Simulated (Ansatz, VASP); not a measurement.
# One calculation of Sn, two programs

```
Sn
1.0
    -2.94014    2.94014    1.59930
     2.94014   -2.94014    1.59930
     2.94014    2.94014   -1.59930
Sn
2
Cartesian
  0.0000 0.0000 0.0000
  0.0000 2.9401 0.7997
```

Alike in both runs: task relaxation of cell and atoms; functional PBEsol; dispersion D4; k mesh 9 × 9 × 9; occupations fermi-dirac, width 0.05 eV; no spin polarisation.

|  | VASP | Ansatz |
| --- | --- | --- |
| version | VASP 6.6.1 | Ansatz 0.2.0 |
| potentials or method | VASP PAW PBE potentials, release 64 (Sn_d), cutoff 600 eV | all-electron LAPW, scalar-relativistic |

Ansatz gave:

```
relaxed volume (Å³/atom)                                     : 26.21
relaxed cell length with the largest relative difference (Å) : 4.383
```

Question: Which values does VASP return?

Answer: Relaxed volume (Å³/atom): 26.19; relaxed cell length with the largest relative difference (Å): 4.382.

VASP's potentials were made for PBE, not for PBEsol. Ansatz ran all-electron here, and VASP with PAW potentials.
